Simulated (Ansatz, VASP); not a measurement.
# Two plane-wave programs on BN

```
CELL_PARAMETERS angstrom
2.55458 0.00000 0.00000
-1.27729 2.21233 0.00000
0.00000 0.00000 4.22451
ATOMIC_POSITIONS crystal
B 0.66667 0.33333 0.96477
B 0.33333 0.66667 0.53484
N 0.66667 0.33333 0.67845
N 0.33333 0.66667 0.07193
```

Change from the starting cell: mode 8 (949.4 1/cm) frozen in, largest displacement +0.225 Å.

Alike in both runs: task single point; functional PBE; k mesh 12 × 12 × 6; occupations gaussian, width 0.05 eV; no spin polarisation.

|  | VASP | Ansatz |
| --- | --- | --- |
| version | VASP 6.6.1 | Ansatz 0.2.0 |
| potentials or method | VASP PAW PBE potentials, release 64 (B, N), cutoff 520 eV | scalar-relativistic, plane waves, PAW |
| valence electrons in the cell | 16 | 16 |

```tsv
	VASP	Ansatz	Ansatz less VASP
gap on the k mesh at the Fermi level (eV)	4.00	4.00	+0.002
least direct gap on the mesh (eV)	5.50	5.51	+0.007
rms of the force components (eV/Å)	8.666	8.622	-0.0437
```

Atom by atom the forces differ by 0.045 eV/Å (rms over components).
